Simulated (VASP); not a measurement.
A run of VASP 6.6.1 is set up as follows.

INCAR

```
ALGO = Normal
EDIFF = 1E-6
ENCUT = 520
GGA = PE
ISIF = 2
ISMEAR = 0
LASPH = True
LCHARG = False
LREAL = False
LWAVE = False
NBANDS = 17
NELM = 100
PREC = Accurate
SIGMA = 0.01
```

The input KPOINTS:

```
k-points
0
Gamma
  4 4 4
```

POSCAR

```
TePb
1.0
    0.0000000000      3.1698017434      3.1698017434
    3.1698017434      0.0000000000      3.1698017434
    3.1698017434      3.1698017434      0.0000000000
Pb Te
1 1
Direct
    0.0000000000      0.0000000000      0.0000000000
    0.5000000000      0.5000000000      0.5000000000
```

Potentials or basis: VASP PAW PBE potentials, release 64 (Pb_d, Te).

Run with:

```sh
$ cat potpaw_PBE.64/Pb_d/POTCAR potpaw_PBE.64/Te/POTCAR > POTCAR
$ mpirun -np 1 vasp_std > vasp.out
```

**Question.** Predict the band gap on the k mesh.

**Answer.** 0.60 eV, direct.

**Question.** Predict the pressure.

**Answer.** 5.2 GPa.

Caveat: the k points lie up to 0.43 Å⁻¹ apart; the cell differs from its parent crystal (strain -3.0%); spin-orbit coupling is left out, which moves the levels of the heavy elements. A k mesh can miss the band edges.
